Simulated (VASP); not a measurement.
# Fe (P6/mmm) in VASP: relaxation of cell and atoms with PBE

Aim: the relaxation of cell and atoms of Fe with PBE.

Program: VASP 6.6.1. These are calculated values, not measurements. Logs are shortened: lines on timing, memory, paths and dates and some standing lists are left out, and cuts for length are marked.

**1. The cell of the first run**

Symmetry: P6/mmm, No. 191, hexagonal system. Conventional cell: a = 2.459 Å, b = 2.459 Å, c = 2.375 Å, α = 90.00°, β = 90.00°, γ = 120.00°. Within 3.1 Å of Fe (site symmetry 6/mmm) lie 8 Fe at 2.37 to 2.46 Å.

This isn't the form of Fe at room conditions, which is bcc.

**2. Relaxation of cell and atoms, PBE, collinear spin, ferromagnetic start**

INCAR

```
  PREC = Accurate
  ENCUT = 600
  EDIFF = 1E-7
  ISMEAR = 0
  SIGMA = 0.1
  LREAL = False
  LASPH = True
  NELM = 200
  ALGO = Normal
  ISIF = 3
  LWAVE = False
  LCHARG = False
  ISPIN = 2
  MAGMOM = 2.45
  LORBIT = 11
  LMAXMIX = 4
  GGA = PE
  IBRION = 2
  NSW = 100
  EDIFFG = -0.01
  GGA_COMPAT = False
  NELMIN = 4
```

KPOINTS

```
regular mesh
0
Gamma
  27 27 24
```

POSCAR

```
Fe
1.0
    2.4590000447      0.0000000000      0.0000000000
   -1.2295000223      2.1295565066      0.0000000000
    0.0000000000      0.0000000000      2.3746887666
Fe
1
Direct
    0.0000000000      0.0000000000      0.0000000000
```

Potentials or basis: VASP PAW PBE potentials, release 64 (Fe).

Started as:

```sh
$ cat potpaw_PBE.64/Fe/POTCAR > POTCAR
$ mpirun -np 1 vasp_std > vasp.out
```

OUTCAR:

```text
PREC = Accurate
   ENCUT = 600
   EDIFF = 1E-7
   ISMEAR = 0
   LREAL = False
   LASPH = True
   NELM = 200
   ISIF = 3
   ISPIN = 2
   LORBIT = 11
   GGA = PE
   IBRION = 2
   NSW = 100
   EDIFFG = -0.01
   NELMIN = 4

 ion  position               nearest neighbor table
   1  0.000  0.000  0.000-

  LATTYP: Found a hexagonal cell.
 ALAT       =     2.4590000447
 C/A-ratio  =     0.9657131856

  Lattice vectors:

 A1 = (   2.4590000447,   0.0000000000,   0.0000000000)
 A2 = (  -1.2295000223,   2.1295565066,   0.0000000000)
 A3 = (   0.0000000000,   0.0000000000,   2.3746887666)

Analysis of symmetry for initial positions (statically):
=====================================================================
 Subroutine PRICEL returns:
 Original cell was already a primitive cell.

 Routine SETGRP: Setting up the symmetry group for a
 hexagonal supercell.

 Subroutine GETGRP returns: Found 24 space group operations
 (whereof 24 operations were pure point group operations)
 out of a pool of 24 trial point group operations.

The static configuration has the point symmetry D_6h.

Analysis of symmetry for dynamics (positions and initial velocities):
=====================================================================
 Subroutine PRICEL returns:
 Original cell was already a primitive cell.

 Routine SETGRP: Setting up the symmetry group for a
 hexagonal supercell.

 Subroutine GETGRP returns: Found 24 space group operations
 (whereof 24 operations were pure point group operations)
 out of a pool of 24 trial point group operations.

The dynamic configuration has the point symmetry D_6h.

Analysis of structural, dynamic, and magnetic symmetry:
=====================================================================
 Subroutine PRICEL returns:
 Original cell was already a primitive cell.

 Routine SETGRP: Setting up the symmetry group for a
 hexagonal supercell.

 Subroutine GETGRP returns: Found 24 space group operations
 (whereof 24 operations were pure point group operations)
 out of a pool of 24 trial point group operations.

The overall configuration has the point symmetry D_6h.

 Subroutine INISYM returns: Found 24 space group operations
 (whereof 24 operations are pure point group operations),
 and found     1 'primitive' translations

----------------------------------------------------------------------------------------

                                     Primitive cell

  volume of cell :      12.4352

  direct lattice vectors                    reciprocal lattice vectors
     2.459000045  0.000000000  0.000000000     0.406669370  0.234790670  0.000000000
    -1.229500022  2.129556507  0.000000000     0.000000000  0.469581341  0.000000000
     0.000000000  0.000000000  2.374688767     0.000000000  0.000000000  0.421107816

  length of vectors
     2.459000045  2.459000045  2.374688767     0.469581341  0.469581341  0.421107816

  position of ions in fractional coordinates (direct lattice)
     0.000000000  0.000000000  0.000000000

  ion indices of the primitive-cell ions
   primitive index   ion index
                 1           1

----------------------------------------------------------------------------------------

 KPOINTS: regular mesh

Automatic generation of k-mesh.
 Grid dimensions read from file:
 generate k-points for:   27   27   24

 Generating k-lattice:

  Cartesian coordinates                     Fractional coordinates (reciprocal lattice)
     0.015061829  0.008695951  0.000000000     0.037037037  0.000000000  0.000000000
     0.000000000  0.017391902  0.000000000     0.000000000  0.037037037  0.000000000
     0.000000000  0.000000000  0.017546159     0.000000000  0.000000000  0.041666667

  Length of vectors
     0.017391902  0.017391902  0.017546159

  Shift w.r.t. Gamma in fractional coordinates (k-lattice)
     0.000000000  0.000000000  0.000000000

 Subroutine IBZKPT returns following result:
 ===========================================

 Found    975 irreducible k-points:

 Following reciprocal coordinates:
            Coordinates               Weight
  0.000000  0.000000  0.000000      1.000000
  0.037037 -0.000000  0.000000      6.000000
  0.074074 -0.000000  0.000000      6.000000
  0.111111  0.000000  0.000000      6.000000
  0.148148  0.000000  0.000000      6.000000
  0.185185 -0.000000  0.000000      6.000000
[... 16 lines left out ...]
  0.333333  0.037037  0.000000     12.000000
  0.370370  0.037037  0.000000     12.000000
 [... further k-points ...]
   k-points           NKPTS =    975   k-points in BZ     NKDIM =    975   number of bands    NBANDS=      9
   number of dos      NEDOS =    301   number of ions     NIONS =      1
   total plane-waves  NPLWV =   8000
   dimension x,y,z NGX =    20 NGY =   20 NGZ =   20
   dimension x,y,z NGXF=    40 NGYF=   40 NGZF=   40
   ions per type =               1
   NGX,Y,Z   is equivalent  to a cutoff of  13.52, 13.52, 14.00 a.u.
   NGXF,Y,Z  is equivalent  to a cutoff of  27.04, 27.04, 28.00 a.u.
 SYSTEM =  unknown system
   PREC   = accura    normal or accurate (medium, high low for compatibility)
   ISTART =      0    job   : 0-new  1-cont  2-samecut
   ICHARG =      2    charge: 1-file 2-atom 10-const
   ISPIN  =      2    spin polarized calculation?
   LNONCOLLINEAR =      F non collinear calculations
   LSORBIT =      F    spin-orbit coupling
   LASPH  =      T    aspherical Exc in radial PAW
   ENCUT  =  600.0 eV  44.10 Ry    6.64 a.u.   4.91  4.91  4.74*2*pi/ulx,y,z
   NELM   =    200;   NELMIN=  4; NELMDL= -5     # of ELM steps
   EDIFF  = 0.1E-06   stopping-criterion for ELM
   LREAL  =      F    real-space projection
   EDIFFG = -.1E-01   stopping-criterion for IOM
   NSW    =    100    number of steps for IOM
   IBRION =      2    ionic relax: 0-MD 1-quasi-New 2-CG
   NFREE  =      1    steps in history (QN), initial steepest desc. (CG)
   ISIF   =      3    stress and relaxation
   ISYM   =      2    0-nonsym 1-usesym 2-fastsym
   POTIM  = 0.5000    time-step for ionic-motion
   TEBEG  =    0.0;   TEEND  =   0.0 temperature during run
   PSTRESS=    0.0 pullay stress
   NELECT =       8.0000    total number of electrons
   NUPDOWN=      -1.0000    fix difference up-down
   EMIN   =  10.00;   EMAX   =-10.00  energy-range for DOS
   EFERMI =   0.00;   METHOD = LEGACY
   ISMEAR =     0;   SIGMA  =   0.10  broadening in eV -4-tet -1-fermi 0-gaus
   EFERMI_NEDOS =   21; number of points for ismear=-14 and -15
   IALGO  =     38    algorithm
   IMIX   =      4    mixing-type and parameters
     AMIX     =   0.40;   BMIX     =  1.00
     AMIX_MAG =   1.60;   BMIX_MAG =  1.00
  volume/ion in A,a.u.               =      12.44        83.92
  Fermi-wavevector in a.u.,A,eV,Ry     =   1.413253  2.670662 27.174713  1.997285
  Thomas-Fermi vector in A             =   2.534918
   LORBIT       =     11    0 simple, 1 ext, 2 COOP (PROOUT), +10 PAW based schemes
   GGA     = PE    functional components
   LHFCALC =     F    Hartree Fock is set to
   AEXX    =    0.0000 exact exchange contribution
   IVDW    =     0    specifies the selected vdW correction
   LEPSILON=     F    determine dielectric tensor
   LRPA    =     F    only Hartree local field effects (RPA)
 conjugate gradient relaxation of ions
 spin polarized calculation
 Gauss-broadening in eV      SIGMA  =   0.10
  energy-cutoff  :      600.00
  volume of cell :       12.44
 maximum number of plane-waves:       435
 NGX is ok and might be reduce to    20
   NGX =  9   NGY =  9   NGZ =  9

--------------------------------------- Ionic step        1  -------------------------------------------

 number of electron       8.0000000 magnetization       2.4130506

 Free energy of the ion-electron system (eV)
  ---------------------------------------------------
  ext. energy  EPLUGINS =         0.00000000
  ---------------------------------------------------
  free energy    TOTEN  =        -7.77306903 eV

  energy without entropy =       -7.76790135  energy(sigma->0) =       -7.77048519

------------------------ aborting loop because EDIFF is reached ----------------------------------------

  FORCE on cell =-STRESS in cart. coord.  units (eV):
  Direction    XX          YY          ZZ          XY          YZ          ZX
  --------------------------------------------------------------------------------------
  -------------------------------------------------------------------------------------
  Total        0.2422235      0.2422235      0.0137299      0.0000000      0.0000000     -0.0000000
  in kB       31.2084734     31.2084734      1.7689856      0.0000000      0.0000000     -0.0000000
  external PRESSURE =      21.3953108 kB  Pullay stress =       0.0000000 kB

 VOLUME and BASIS-vectors are now :
 -----------------------------------------------------------------------------
  energy-cutoff  :      600.00
  volume of cell :       12.44
      direct lattice vectors                 reciprocal lattice vectors
     2.459000045  0.000000000  0.000000000     0.406669370  0.234790670  0.000000000
    -1.229500022  2.129556507  0.000000000     0.000000000  0.469581341  0.000000000
     0.000000000  0.000000000  2.374688767     0.000000000  0.000000000  0.421107816
[... 106 lines left out ...]
 POSITION                                       TOTAL-FORCE (eV/Angst)
 -----------------------------------------------------------------------------------
      0.00000      0.00000      0.00000         0.000000     -0.000000      0.000000
 -----------------------------------------------------------------------------------
    total drift:                               -0.000000     -0.000000     -0.000000

  FREE ENERGIE OF THE ION-ELECTRON SYSTEM (eV)
  ---------------------------------------------------
  free  energy   TOTEN  =        -7.7749921421 eV

  energy  without entropy=       -7.7702067178  energy(sigma->0) =       -7.77259943

--------------------------------------- Ionic step        5  -------------------------------------------

 number of electron       7.9999997 magnetization       2.4628416

 Free energy of the ion-electron system (eV)
  ---------------------------------------------------
  ext. energy  EPLUGINS =         0.00000000
  ---------------------------------------------------
  free energy    TOTEN  =        -7.77499477 eV

  energy without entropy =       -7.77019374  energy(sigma->0) =       -7.77259426

 E-fermi :   5.1178     XC(G=0): -12.4532

 val. band max:        5.1169435712   @ k =   0.2593   0.2593   0.3750
 cond. band min:       5.1178271951   @ k =   0.0741   0.0741   0.4583
 fundamental gap:      0.0008836239
 Fermi energy:         5.1177891091

 spin component 1

 k-point     1 :       0.0000    0.0000    0.0000
  band No.  band energies     occupation
      1      -3.0280      1.00000
      2       1.0968      1.00000
      3       2.7658      1.00000
      4       2.7658      1.00000
      5       4.3839      1.00000
      6       4.3839      1.00000
      7      23.2235      0.00000
      8      26.7566      0.00000
      9      28.3147      0.00000

 k-point     2 :       0.0370   -0.0000    0.0000
  band No.  band energies     occupation
      1      -2.9784      1.00000
      2       1.1101      1.00000
      3       2.7441      1.00000
      4       2.7915      1.00000
      5       4.3652      1.00000
      6       4.3805      1.00000
      7      23.2928      0.00000
      8      26.5253      0.00000
      9      28.2890      0.00000
[... 253 lines left out ...]
 k-point    24 :       0.3704    0.0370    0.0000
  band No.  band energies     occupation
      1       0.2984      1.00000
      2       1.5536      1.00000
      3       3.2982      1.00000
      4       3.4873      1.00000
      5       4.1555      1.00000
      6       4.8098      0.99999
      7      12.8826      0.00000
      8      21.3338      0.00000
      9      27.3200      0.00000

 [... further k-points ...]

 spin component 2

 k-point     1 :       0.0000    0.0000    0.0000
  band No.  band energies     occupation
      1      -2.7306      1.00000
      2       2.5886      1.00000
      3       4.9895      0.96522
      4       4.9895      0.96522
      5       7.6252      0.00000
      6       7.6252      0.00000
      7      23.8916      0.00000
      8      26.4914      0.00000
      9      28.7264      0.00000

 k-point     2 :       0.0370   -0.0000    0.0000
  band No.  band energies     occupation
      1      -2.6809      1.00000
      2       2.6033      1.00000
      3       4.9607      0.98685
      4       5.0179      0.92120
      5       7.6017      0.00000
      6       7.6213      0.00000
      7      23.9654      0.00000
      8      26.3244      0.00000
      9      28.7180      0.00000
[... 286 lines left out ...]
 POSITION                                       TOTAL-FORCE (eV/Angst)
 -----------------------------------------------------------------------------------
     -1.23942      2.14673      0.00000        -0.000000     -0.000000      0.000000
 -----------------------------------------------------------------------------------
    total drift:                               -0.000000     -0.000000     -0.000000

  FREE ENERGIE OF THE ION-ELECTRON SYSTEM (eV)
  ---------------------------------------------------
  free  energy   TOTEN  =        -7.7749947735 eV

  energy  without entropy=       -7.7701937396  energy(sigma->0) =       -7.77259426

 reached required accuracy - stopping structural energy minimisation

 total charge

# of ion       s       p       d       tot
------------------------------------------
    1        0.486   0.455   6.235   7.176

 magnetization (x)

# of ion       s       p       d       tot
------------------------------------------
    1        0.001  -0.017   2.468   2.452
```

It took 10 min on 1 thread of Oxide Virtual Turin-like, shared host; peak memory 0.32 GiB.

Results:

- Free energy: -7.7750 eV
- Relaxed volume: 12.65 Å³/atom
- Relaxed cell: a = 2.479 Å, b = 2.479 Å, c = 2.377 Å, α = 90.00°, β = 90.00°, γ = 120.00°
- Space group after relaxing (to 0.1 Å): P6/mmm (No. 191)
- Energy gained by relaxing: 1.9 meV/atom
- Ionic steps: 5
- Pressure after relaxing: -0.1 GPa
- Net moment: 2.46 μB per cell
- Site moments: Fe +2.45 μB
- Valence electrons inside the program's atomic spheres: Fe 7.18

The path:
| step | energy change (eV) | largest force (eV/Å) | pressure (GPa) | volume (Å³) |
| --- | --- | --- | --- | --- |
| 1 | 0.0000 | 0.0000 | 2.14 | 12.44 |
| 2 | -0.0015 | 0.0000 | -0.91 | 12.74 |
| 3 | -0.0019 | 0.0000 | 0.07 | 12.64 |
| 4 | -0.0019 | 0.0000 | 0.02 | 12.64 |
| 5 | -0.0019 | 0.0000 | -0.07 | 12.65 |

Final structure:
```xyz
1
Lattice="2.4788 0.0000 0.0000 -1.2394 2.1467 0.0000 0.0000 0.0000 2.3775" Properties=species:S:1:pos:R:3 pbc="T T T"
Fe   -1.2394    2.1467    0.0000
```
